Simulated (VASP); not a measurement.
TiO2, 6 atoms in the cell. The typed cell holds 6 atoms: a = 3.776 Å, b = 3.776 Å, c = 5.525 Å, α = 109.98°, β = 109.98°, γ = 90.00°.  This cell differs from its parent crystal: atoms shifted along a free coordinate.

```yaml
Program: VASP 6.6.1
Task: single point
Functional: PBE
Potentials_or_basis: VASP PAW PBE potentials, release 64 (Ti_sv, O)
Cutoff: 520 eV
k_mesh: 6 × 6 × 6
Occupations: gaussian, width 0.05 eV
Spin: no spin polarisation
Hubbard_terms: Ti d U = 4.0 eV
Dipole_correction: no
Further_INCAR_settings: ALGO = Normal; EDIFF = 1e-06; NBANDS = 33
```

Potentials or basis: VASP PAW PBE potentials, release 64 (Ti_sv, O).

The run is started by

```console
$ cat potpaw_PBE.64/Ti_sv/POTCAR potpaw_PBE.64/O/POTCAR > POTCAR
$ mpirun -np 1 vasp_std > vasp.out
```

Hardware: 1 thread of Intel(R) Xeon(R) 6975P-C (Granite Rapids), on a shared host.

**Question.** How long does it take, and how much memory?

**Answer.** It took 65 s on 1 thread of Intel(R) Xeon(R) 6975P-C (Granite Rapids) (shared host), peak memory 0.25 GiB. Counts: scf iterations 16, k points 68.
